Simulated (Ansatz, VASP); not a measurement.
**BaZrO3 in VASP and in Ansatz**

```
Ba Zr O
1.0
     4.32359    0.00000    0.00000
     0.00000    4.32359    0.00000
     0.00000    0.00000    4.32359
Ba Zr O
1 1 3
Direct
  0.00000 0.00000 0.00000
  0.50000 0.50000 0.50000
  0.00000 0.50000 0.50000
  0.50000 0.50000 0.00000
  0.50000 0.00000 0.50000
```

Alike in both runs: task single point; functional PBE; k mesh 6 × 6 × 6; occupations gaussian, width 0.05 eV; non-collinear spin, spin-orbit coupling.

|  | VASP | Ansatz |
| --- | --- | --- |
| version | VASP 6.6.1 | Ansatz 0.2.0 |
| potentials or method | VASP PAW PBE potentials, release 64 (Ba_sv, Zr_sv, O), cutoff 520 eV | plane waves, PAW |
| valence electrons in the cell | 40 | 40 |

Ansatz gave:

* pressure (GPa): -8.7
* net moment per atom (μB): 0.00

Task: What did VASP give for the same quantities?

Result: Pressure (GPa): -8.0; net moment per atom (μB): 0.00.
